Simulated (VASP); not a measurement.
Runs of VASP 6.6.1 on Al2Cl. The typed cell holds 3 atoms: a = 3.789 Å, b = 3.789 Å, c = 4.767 Å, α = 90.00°, β = 90.00°, γ = 90.00°. 

| k mesh | smearing | gap on the mesh (eV) | pressure (GPa) | largest force (eV/Å) |
| --- | --- | --- | --- | --- |
| 5 × 5 × 4 | methfessel-paxton 0.05 eV | none | 51.1 | 5.11 |
| 8 × 8 × 6 | methfessel-paxton 0.1 eV | none | 50.6 | 5.17 |
| 5 × 5 × 4 | fermi-dirac 0.05 eV | none | 51.2 | 5.08 |
| 5 × 5 × 4 | fermi-dirac 0.005 eV | none | 51.1 | 5.10 |
| 5 × 5 × 4 | fermi-dirac 0.01 eV | none | 51.2 | 5.10 |
| 12 × 12 × 9 | methfessel-paxton 0.1 eV | none | 50.6 | 5.15 |
| 5 × 5 × 4 | fermi-dirac 0.025 eV | none | 51.2 | 5.10 |
| 6 × 6 × 5 | methfessel-paxton 0.1 eV | none | 51.4 | 5.07 |
| 10 × 10 × 8 | methfessel-paxton 0.1 eV | none | (a) | 5.16 |

Alike in all rows: task single point; level PBE; potentials or basis VASP PAW PBE potentials, release 64 (Al, Cl); no spin polarisation; cell as given; cutoff (eV) 520.

Problem. Fill in the values left out.

Solution. (a) 50.7.

Caveats: the cell stands under pressure; an odd number of electrons without spin polarisation forces a metal; a magnetic or distorted state may lie lower.

A gap of «none» marks levels without a gap at the run's occupations.
